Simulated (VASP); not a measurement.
Input of a VASP 6.6.1 run:

Contents of INCAR:

```
SYSTEM = C
PREC = Accurate
ENCUT = 520
EDIFF = 1E-6
ISMEAR = 0
SIGMA = 0.05
LREAL = .FALSE.
LASPH = .TRUE.
NELM = 80
ALGO = Normal
ISIF = 2
LWAVE = .FALSE.
LCHARG = .TRUE.
GGA = PE
LELF = .TRUE.
LVHAR = .TRUE.
NBANDS = 31
```

The input KPOINTS:

```
regular mesh
0
G
  1 1 36
  0 0 0
```

POSCAR

```
C
1.0
   18.3000000000      0.0000000000      0.0000000000
    0.0000000000      9.3000000000      0.0000000000
    0.0000000000      0.0000000000      2.4665450959
C
10
Direct
    0.2860018412      0.5000000000      0.5000000000
    0.4027281096      0.5000000000      0.0000000000
    0.5194543781      0.5000000000      0.5000000000
    0.6361806465      0.5000000000      0.0000000000
    0.7529069150      0.5000000000      0.5000000000
    0.2470930850      0.5000000000      0.0000000000
    0.3638193535      0.5000000000      0.5000000000
    0.4805456219      0.5000000000      0.0000000000
    0.5972718904      0.5000000000      0.5000000000
    0.7139981588      0.5000000000      0.0000000000
```

Potentials or basis: VASP PAW PBE potentials, release 64 (C).

Run with:

```sh
$ cat potpaw_PBE.64/C/POTCAR > POTCAR
$ mpirun -np 1 vasp_std > vasp.out
```

Question: Predict the band gap on the k mesh.

Answer: Zero (bands 20 and 21 overlap by 0.24 eV).

Question: Estimate the largest force.

Answer: 2.882 eV/Å.

Forces on the atoms (eV/Å):
```
C   -2.882  0.000  0.000
C   -0.299  0.000  0.000
C   -0.222  0.000  0.000
C   -1.059  0.000  0.000
C   -1.915  0.000  0.000
C    1.915  0.000  0.000
C    1.059  0.000  0.000
C    0.222  0.000  0.000
C    0.299  0.000  0.000
C    2.882  0.000  0.000
```
